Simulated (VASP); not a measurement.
# ScAl (Pm-3m) in VASP: notebook

The runs below take ScAl through single point, with PBEsol.

All numbers are computed with VASP 6.6.1; they aren't measurements. Logs are shortened: lines on timing, memory, paths and dates and some standing lists are left out, and cuts for length are marked.

## (1) The cell of the first run

Symmetry: Pm-3m, No. 221, cubic system. Conventional cell: a = 3.264 Å, b = 3.264 Å, c = 3.264 Å, α = 90.00°, β = 90.00°, γ = 90.00°. Sc (site symmetry m-3m) has 8 Al at 2.83 Å and 6 Sc at 3.26 Å within 3.7 Å. Within 3.7 Å of Al (site symmetry m-3m) lie 8 Sc at 2.83 Å and 6 Al at 3.26 Å.

## (2) Single point, PBEsol

INCAR

```
ALGO = Normal
EDIFF = 1E-6
ENCUT = 520
GGA = PS
ISIF = 2
ISMEAR = -1
LASPH = True
LCHARG = False
LREAL = False
LWAVE = False
NBANDS = 14
NELM = 80
PREC = Accurate
SIGMA = 0.1
```

KPOINTS

```
k-points
0
Gamma
  14 14 14
```

POSCAR

```
ScAl
1.0
    3.2639096560      0.0000000000      0.0000000000
    0.0000000000      3.2639096560      0.0000000000
    0.0000000000      0.0000000000      3.2639096560
Sc Al
1 1
Direct
    0.5000000000      0.5000000000      0.5000000000
    0.0000000000      0.0000000000      0.0000000000
```

Potentials or basis: VASP PAW PBE potentials, release 64 (Sc_sv, Al).

Run with:

```bash
$ cat potpaw_PBE.64/Sc_sv/POTCAR potpaw_PBE.64/Al/POTCAR > POTCAR
$ mpirun -np 1 vasp_std > vasp.out
```

OUTCAR:

```text
EDIFF = 1E-6
   ENCUT = 520
   GGA = PS
   ISIF = 2
   ISMEAR = -1
   LASPH = True
   LREAL = False
   NELM = 80
   PREC = Accurate

 ion  position               nearest neighbor table
   1  0.500  0.500  0.500-   2 2.83   2 2.83   2 2.83   2 2.83   2 2.83   2 2.83   2 2.83   2 2.83

   2  0.000  0.000  0.000-   1 2.83   1 2.83   1 2.83   1 2.83   1 2.83   1 2.83   1 2.83   1 2.83

  LATTYP: Found a simple cubic cell.
 ALAT       =     3.2639096560

  Lattice vectors:

 A1 = (   3.2639096560,   0.0000000000,   0.0000000000)
 A2 = (   0.0000000000,   3.2639096560,   0.0000000000)
 A3 = (   0.0000000000,   0.0000000000,   3.2639096560)

Analysis of symmetry for initial positions (statically):
=====================================================================
 Subroutine PRICEL returns:
 Original cell was already a primitive cell.

 Routine SETGRP: Setting up the symmetry group for a
 simple cubic supercell.

 Subroutine GETGRP returns: Found 48 space group operations
 (whereof 48 operations were pure point group operations)
 out of a pool of 48 trial point group operations.

The static configuration has the point symmetry O_h .

Analysis of symmetry for dynamics (positions and initial velocities):
=====================================================================
 Subroutine PRICEL returns:
 Original cell was already a primitive cell.

 Routine SETGRP: Setting up the symmetry group for a
 simple cubic supercell.

 Subroutine GETGRP returns: Found 48 space group operations
 (whereof 48 operations were pure point group operations)
 out of a pool of 48 trial point group operations.

The dynamic configuration has the point symmetry O_h .

 Subroutine INISYM returns: Found 48 space group operations
 (whereof 48 operations are pure point group operations),
 and found     1 'primitive' translations

----------------------------------------------------------------------------------------

                                     Primitive cell

  volume of cell :      34.7708

  direct lattice vectors                    reciprocal lattice vectors
     3.263909656  0.000000000  0.000000000     0.306381029  0.000000000  0.000000000
     0.000000000  3.263909656  0.000000000     0.000000000  0.306381029  0.000000000
     0.000000000  0.000000000  3.263909656     0.000000000  0.000000000  0.306381029

  length of vectors
     3.263909656  3.263909656  3.263909656     0.306381029  0.306381029  0.306381029

[... 84 lines left out ...]
   IBRION =     -1    ionic relax: 0-MD 1-quasi-New 2-CG
   NFREE  =      0    steps in history (QN), initial steepest desc. (CG)
   ISIF   =      2    stress and relaxation
   ISYM   =      2    0-nonsym 1-usesym 2-fastsym
   POTIM  = 0.5000    time-step for ionic-motion
   TEBEG  =    0.0;   TEEND  =   0.0 temperature during run
   PSTRESS=    0.0 pullay stress
   NELECT =      14.0000    total number of electrons
   NUPDOWN=      -1.0000    fix difference up-down
   EMIN   =  10.00;   EMAX   =-10.00  energy-range for DOS
   EFERMI =   0.00;   METHOD = LEGACY
   ISMEAR =    -1;   SIGMA  =   0.10  broadening in eV -4-tet -1-fermi 0-gaus
   EFERMI_NEDOS =   21; number of points for ismear=-14 and -15
   IALGO  =     38    algorithm
   IMIX   =      4    mixing-type and parameters
     AMIX     =   0.40;   BMIX     =  1.00
     AMIX_MAG =   1.60;   BMIX_MAG =  1.00
  volume/ion in A,a.u.               =      17.39       117.32
  Fermi-wavevector in a.u.,A,eV,Ry     =   1.208869  2.284432 19.883081  1.461365
  Thomas-Fermi vector in A             =   2.344464
   LORBIT       =      0    0 simple, 1 ext, 2 COOP (PROOUT), +10 PAW based schemes
   GGA     = PS    functional components
   LHFCALC =     F    Hartree Fock is set to
   AEXX    =    0.0000 exact exchange contribution
   IVDW    =     0    specifies the selected vdW correction
   LEPSILON=     F    determine dielectric tensor
   LRPA    =     F    only Hartree local field effects (RPA)
 non-spin polarized calculation
  energy-cutoff  :      520.00
  volume of cell :       34.77
 maximum number of plane-waves:       968
   NGX = 13   NGY = 13   NGZ = 13

 number of electron      13.9999996 magnetization

 Free energy of the ion-electron system (eV)
  ---------------------------------------------------
  ext. energy  EPLUGINS =         0.00000000
  ---------------------------------------------------
  free energy    TOTEN  =       -11.57844660 eV

  energy without entropy =      -11.55294599  energy(sigma->0) =      -11.56569630

 E-fermi :   6.7331     XC(G=0): -10.8035

 val. band max:        6.7186137213   @ k =   0.5000   0.3571   0.0000
 cond. band min:       6.7563033697   @ k =   0.4286   0.1429   0.0000
 fundamental gap:      0.0376896484
 Fermi energy:         6.7330840518

 k-point     1 :       0.0000    0.0000    0.0000
  band No.  band energies     occupation
      1     -42.1990      2.00000
      2     -20.8727      2.00000
      3     -20.8727      2.00000
      4     -20.8727      2.00000
      5      -2.0818      2.00000
      6       5.8986      1.99952
      7       5.8986      1.99952
      8       9.7503      0.00000
      9       9.7503      0.00000
     10       9.7503      0.00000
     11      10.9205      0.00000
     12      10.9205      0.00000
     13      10.9205      0.00000
     14      15.9322      0.00000
[... 377 lines left out ...]
      1     -42.1713      2.00000
      2     -21.0701      2.00000
      3     -20.9501      2.00000
      4     -20.8445      2.00000
      5       0.3129      2.00000
      6       3.8914      2.00000
      7       6.0143      1.99849
      8       7.4318      0.00185
      9       8.0723      0.00000
     10       9.1719      0.00000
     11      10.7396      0.00000
     12      12.3691      0.00000
     13      14.2662      0.00000
     14      14.9176      0.00000

 [... further k-points ...]
[... 5 lines left out ...]
  --------------------------------------------------------------------------------------
  -------------------------------------------------------------------------------------
  Total        1.5557121      1.5557121      1.5557121      0.0000000      0.0000000     -0.0000000
  in kB       71.6845265     71.6845265     71.6845265      0.0000000      0.0000000     -0.0000000
  external PRESSURE =      71.6845265 kB  Pullay stress =       0.0000000 kB

 VOLUME and BASIS-vectors are now :
 -----------------------------------------------------------------------------
  energy-cutoff  :      520.00
  volume of cell :       34.77
      direct lattice vectors                 reciprocal lattice vectors
     3.263909656  0.000000000  0.000000000     0.306381029  0.000000000  0.000000000
     0.000000000  3.263909656  0.000000000     0.000000000  0.306381029  0.000000000
     0.000000000  0.000000000  3.263909656     0.000000000  0.000000000  0.306381029

 POSITION                                       TOTAL-FORCE (eV/Angst)
 -----------------------------------------------------------------------------------
      1.63195      1.63195      1.63195         0.000000      0.000000      0.000000
      0.00000      0.00000      0.00000         0.000000      0.000000      0.000000
 -----------------------------------------------------------------------------------
    total drift:                                0.000000     -0.000000     -0.000000

  FREE ENERGIE OF THE ION-ELECTRON SYSTEM (eV)
  ---------------------------------------------------
  free  energy   TOTEN  =       -11.5784466040 eV

  energy  without entropy=      -11.5529459924  energy(sigma->0) =      -11.56569630
```

stdout:

```text
POSCAR found type information on POSCAR ScAl
 POSCAR found :  2 types and       2 ions
 scaLAPACK will be used
 -----------------------------------------------------------------------------
|                                                                             |
|                                                                             |
|     You enforced a specific xc type in the INCAR file but a different       |
|     I HOPE YOU KNOW WHAT YOU ARE DOING!                                     |
|                                                                             |
 -----------------------------------------------------------------------------

 LDA part: xc-table for (Slater+PW92), standard interpolation
 POSCAR, INCAR and KPOINTS ok, starting setup
 FFT: planning ... GRIDC
 FFT: planning ... GRID_SOFT
 FFT: planning ... GRID
 WAVECAR not read
 entering main loop
```

It took 18 s on 1 thread of Intel Xeon Platinum 8488C (Sapphire Rapids), shared host; peak memory 0.17 GiB.

What came out:

* Free energy: -11.5784 eV
* Pressure: 7.2 GPa
* Band gap on the k mesh: zero (band 7 reaches 7.03 eV, above the bottom of band 8 at 5.85 eV)

Caveat: the PAW data sets were made with another functional, which shifts forces and pressure a little.

## (3) Single point, PBEsol

This run uses another cell than the first one, of 17.90 Å³/atom, 1.030 times its volume.

INCAR

```
PREC = Accurate
ENCUT = 520
EDIFF = 1E-6
ISMEAR = -1
SIGMA = 0.1
LREAL = F
LASPH = T
NELM = 60
ALGO = Normal
ISIF = 2
LWAVE = F
LCHARG = F
GGA = PS
NBANDS = 14
```

KPOINTS

```
Automatic mesh
0
Gamma
  14 14 14
```

POSCAR

```
ScAl
1.0
    3.2961044752      0.0000000000      0.0000000000
    0.0000000000      3.2961044752      0.0000000000
    0.0000000000      0.0000000000      3.2961044752
Sc Al
1 1
Direct
    0.5000000000      0.5000000000      0.5000000000
    0.0000000000      0.0000000000      0.0000000000
```

Potentials or basis: VASP PAW PBE potentials, release 64 (Sc_sv, Al).

Run with:

```bash
$ cat potpaw_PBE.64/Sc_sv/POTCAR potpaw_PBE.64/Al/POTCAR > POTCAR
$ mpirun -np 1 vasp_std > vasp.out
```

Wall time 32 s (1 thread of Intel Xeon Platinum 8488C (Sapphire Rapids), shared host); peak memory 0.2 GiB.

It converged, with:

```yaml
Free_energy: -11.6152 eV
Pressure: 4.1 GPa
Band_gap_on_the_k_mesh: zero (band 7 reaches 6.80 eV, above the bottom of band 8 at 5.62 eV)
```

Levels at points of the mesh, in eV from the Fermi level:
| k point | band 5 | band 6 | band 7 | band 8 | band 9 | band 10 |
| --- | --- | --- | --- | --- | --- | --- |
| (0.00, 0.00, 0.00) | -8.71 | -0.78 | -0.78 | 2.92 | 2.92 | 2.92 |
| (0.50, 0.00, 0.00) | -5.72 | -4.71 | 0.25 | 0.83 | 0.83 | 3.18 |
| (0.50, 0.50, 0.00) | -4.84 | -1.84 | -1.84 | -0.87 | 1.62 | 1.62 |
| (0.50, 0.50, 0.50) | -2.71 | -2.71 | -2.71 | -0.12 | 3.12 | 3.12 |

Caveat: the PAW data sets were made with another functional, which shifts forces and pressure a little.

## (4) Single point, PBEsol

This run uses another cell than the first one, of 18.29 Å³/atom, 1.052 times its volume.

INCAR

```
SYSTEM = ScAl
ALGO     = Normal         ! electronic algorithm
EDIFF    = 1E-6           ! SCF threshold, eV
ENCUT    = 520            ! plane-wave cutoff, eV
GGA      = PS             ! functional
ISIF     = 2              ! what is computed and relaxed
ISMEAR   = -1             ! smearing method
LASPH    = .TRUE.         ! aspherical terms in the spheres
LCHARG   = .FALSE.        ! write CHGCAR
LREAL    = .FALSE.        ! projectors in reciprocal space
LWAVE    = .FALSE.        ! write WAVECAR
NBANDS   = 14             ! bands
NELM     = 80             ! most SCF steps
PREC     = Accurate       ! precision mode
SIGMA    = 0.1            ! smearing width, eV
```

KPOINTS

```
k-points
0
G
  14 14 14
  0 0 0
```

POSCAR

```
ScAl
1.0
    3.3196653759      0.0000000000      0.0000000000
    0.0000000000      3.3196653759      0.0000000000
    0.0000000000      0.0000000000      3.3196653759
Sc Al
1 1
Direct
    0.5000000000      0.5000000000      0.5000000000
    0.0000000000      0.0000000000      0.0000000000
```

Run with:

```bash
$ cat potpaw_PBE.64/Sc_sv/POTCAR potpaw_PBE.64/Al/POTCAR > POTCAR
$ mpirun -np 1 vasp_std > vasp.out
```

Run time: 32 s. Hardware: 1 thread of Intel Xeon Platinum 8488C (Sapphire Rapids), shared host; peak memory 0.2 GiB.

It converged, with:

| Item | Value |
| --- | --- |
| Free energy | -11.6305 eV |
| Pressure | 2.1 GPa |
| Band gap on the k mesh | zero (band 7 reaches 6.63 eV, above the bottom of band 8 at 5.46 eV) |

Levels at points of the mesh, in eV from the Fermi level:
```
           k point  band 5  band 6  band 7  band 8  band 9  band 10
(0.00, 0.00, 0.00)   -8.63   -0.75   -0.75    2.85    2.85     2.85
(0.50, 0.00, 0.00)   -5.71   -4.66    0.25    0.82    0.82     3.10
(0.50, 0.50, 0.00)   -4.80   -1.85   -1.85   -0.86    1.59     1.59
(0.50, 0.50, 0.50)   -2.66   -2.66   -2.66   -0.23    3.04     3.04
```

Caveat: the PAW data sets were made with another functional, which shifts forces and pressure a little.

## (5) Single point, PBEsol

This run uses another cell than the first one, of 18.51 Å³/atom, 1.064 times its volume.

INCAR

```
PREC = Accurate
ENCUT = 520
EDIFF = 1E-6
ISMEAR = -1
SIGMA = 0.1
LREAL = F
LASPH = T
NELM = 100
ALGO = Normal
ISIF = 2
LWAVE = F
LCHARG = F
GGA = PS
NBANDS = 14
```

KPOINTS

```
Automatic mesh
0
Gamma
  14 14 14
```

POSCAR

```
ScAl
1.0
    3.3325889298      0.0000000000      0.0000000000
    0.0000000000      3.3325889298      0.0000000000
    0.0000000000      0.0000000000      3.3325889298
Sc Al
1 1
Direct
    0.5000000000      0.5000000000      0.5000000000
    0.0000000000      0.0000000000      0.0000000000
```

Potentials or basis: VASP PAW PBE potentials, release 64 (Sc_sv, Al).

Run with:

```bash
$ cat potpaw_PBE.64/Sc_sv/POTCAR potpaw_PBE.64/Al/POTCAR > POTCAR
$ mpirun -np 1 vasp_std > vasp.out
```

OUTCAR:

```text
PREC = Accurate
   ENCUT = 520
   EDIFF = 1E-6
   ISMEAR = -1
   LREAL = F
   LASPH = T
   NELM = 100
   ISIF = 2
   GGA = PS

 ion  position               nearest neighbor table
   1  0.500  0.500  0.500-   2 2.89   2 2.89   2 2.89   2 2.89   2 2.89   2 2.89   2 2.89   2 2.89

   2  0.000  0.000  0.000-   1 2.89   1 2.89   1 2.89   1 2.89   1 2.89   1 2.89   1 2.89   1 2.89

  LATTYP: Found a simple cubic cell.
 ALAT       =     3.3325889298

  Lattice vectors:

 A1 = (   3.3325889298,   0.0000000000,   0.0000000000)
 A2 = (   0.0000000000,   3.3325889298,   0.0000000000)
 A3 = (   0.0000000000,   0.0000000000,   3.3325889298)

Analysis of symmetry for initial positions (statically):
=====================================================================
 Subroutine PRICEL returns:
 Original cell was already a primitive cell.

 Routine SETGRP: Setting up the symmetry group for a
 simple cubic supercell.

 Subroutine GETGRP returns: Found 48 space group operations
 (whereof 48 operations were pure point group operations)
 out of a pool of 48 trial point group operations.

The static configuration has the point symmetry O_h .

Analysis of symmetry for dynamics (positions and initial velocities):
=====================================================================
 Subroutine PRICEL returns:
 Original cell was already a primitive cell.

 Routine SETGRP: Setting up the symmetry group for a
 simple cubic supercell.

 Subroutine GETGRP returns: Found 48 space group operations
 (whereof 48 operations were pure point group operations)
 out of a pool of 48 trial point group operations.

The dynamic configuration has the point symmetry O_h .

 Subroutine INISYM returns: Found 48 space group operations
 (whereof 48 operations are pure point group operations),
 and found     1 'primitive' translations

[... 116 lines left out ...]
  Fermi-wavevector in a.u.,A,eV,Ry     =   1.183957  2.237353 19.072009  1.401753
  Thomas-Fermi vector in A             =   2.320181
   LORBIT       =      0    0 simple, 1 ext, 2 COOP (PROOUT), +10 PAW based schemes
   GGA     = PS    functional components
   LHFCALC =     F    Hartree Fock is set to
   AEXX    =    0.0000 exact exchange contribution
   IVDW    =     0    specifies the selected vdW correction
   LEPSILON=     F    determine dielectric tensor
   LRPA    =     F    only Hartree local field effects (RPA)
 non-spin polarized calculation
  energy-cutoff  :      520.00
  volume of cell :       37.01
 maximum number of plane-waves:      1021
 NGX is ok and might be reduce to    28
   NGX = 13   NGY = 13   NGZ = 13

 number of electron      14.0000002 magnetization

 Free energy of the ion-electron system (eV)
  ---------------------------------------------------
  ext. energy  EPLUGINS =         0.00000000
  ---------------------------------------------------
  free energy    TOTEN  =       -11.63499182 eV

  energy without entropy =      -11.60640172  energy(sigma->0) =      -11.62069677

 E-fermi :   6.2338     XC(G=0): -10.5447

 val. band max:        6.2240495544   @ k =   0.3571   0.0714   0.0000
 cond. band min:       6.2561026908   @ k =   0.5000   0.3571   0.0714
 fundamental gap:      0.0320531364
 Fermi energy:         6.2337957482

 k-point     1 :       0.0000    0.0000    0.0000
  band No.  band energies     occupation
      1     -42.8870      2.00000
      2     -21.5629      2.00000
      3     -21.5629      2.00000
      4     -21.5629      2.00000
      5      -2.3534      2.00000
      6       5.5067      1.99861
      7       5.5067      1.99861
      8       9.0507      0.00000
      9       9.0507      0.00000
     10       9.0507      0.00000
     11      10.1194      0.00000
     12      10.1194      0.00000
     13      10.1194      0.00000
     14      15.0521      0.00000
[... 377 lines left out ...]
      1     -42.8661      2.00000
      2     -21.7200      2.00000
      3     -21.6247      2.00000
      4     -21.5406      2.00000
      5      -0.0756      2.00000
      6       3.4474      2.00000
      7       5.5386      1.99809
      8       6.9023      0.00250
      9       7.4917      0.00001
     10       8.5260      0.00000
     11       9.9515      0.00000
     12      11.4432      0.00000
     13      13.4732      0.00000
     14      13.8925      0.00000

 [... further k-points ...]
[... 5 lines left out ...]
  --------------------------------------------------------------------------------------
  -------------------------------------------------------------------------------------
  Total        0.2592469      0.2592469      0.2592469     -0.0000000      0.0000000      0.0000000
  in kB       11.2222224     11.2222224     11.2222224     -0.0000000      0.0000000      0.0000000
  external PRESSURE =      11.2222224 kB  Pullay stress =       0.0000000 kB

 VOLUME and BASIS-vectors are now :
 -----------------------------------------------------------------------------
  energy-cutoff  :      520.00
  volume of cell :       37.01
      direct lattice vectors                 reciprocal lattice vectors
     3.332588930  0.000000000  0.000000000     0.300067011  0.000000000  0.000000000
     0.000000000  3.332588930  0.000000000     0.000000000  0.300067011  0.000000000
     0.000000000  0.000000000  3.332588930     0.000000000  0.000000000  0.300067011

 POSITION                                       TOTAL-FORCE (eV/Angst)
 -----------------------------------------------------------------------------------
      1.66629      1.66629      1.66629         0.000000      0.000000      0.000000
      0.00000      0.00000      0.00000         0.000000      0.000000      0.000000
 -----------------------------------------------------------------------------------
    total drift:                                0.000000      0.000000      0.000000

  FREE ENERGIE OF THE ION-ELECTRON SYSTEM (eV)
  ---------------------------------------------------
  free  energy   TOTEN  =       -11.6349918162 eV

  energy  without entropy=      -11.6064017159  energy(sigma->0) =      -11.62069677
```

It took 32 s on 1 thread of Intel Xeon Platinum 8488C (Sapphire Rapids), shared host; peak memory 0.19 GiB.

Results:

```yaml
Free_energy: -11.6350 eV
Pressure: 1.1 GPa
Band_gap_on_the_k_mesh: zero (band 7 reaches 6.54 eV, above the bottom of band 8 at 5.37 eV)
```

Levels at points of the mesh, in eV from the Fermi level:
```
           k point  band 5  band 6  band 7  band 8  band 9  band 10
(0.00, 0.00, 0.00)   -8.59   -0.73   -0.73    2.82    2.82     2.82
(0.50, 0.00, 0.00)   -5.70   -4.64    0.26    0.81    0.81     3.06
(0.50, 0.50, 0.00)   -4.77   -1.85   -1.85   -0.86    1.57     1.57
(0.50, 0.50, 0.50)   -2.63   -2.63   -2.63   -0.28    3.00     3.00
```

Caveat: the PAW data sets were made with another functional, which shifts forces and pressure a little.

(Part 1 of 2 ends here.)
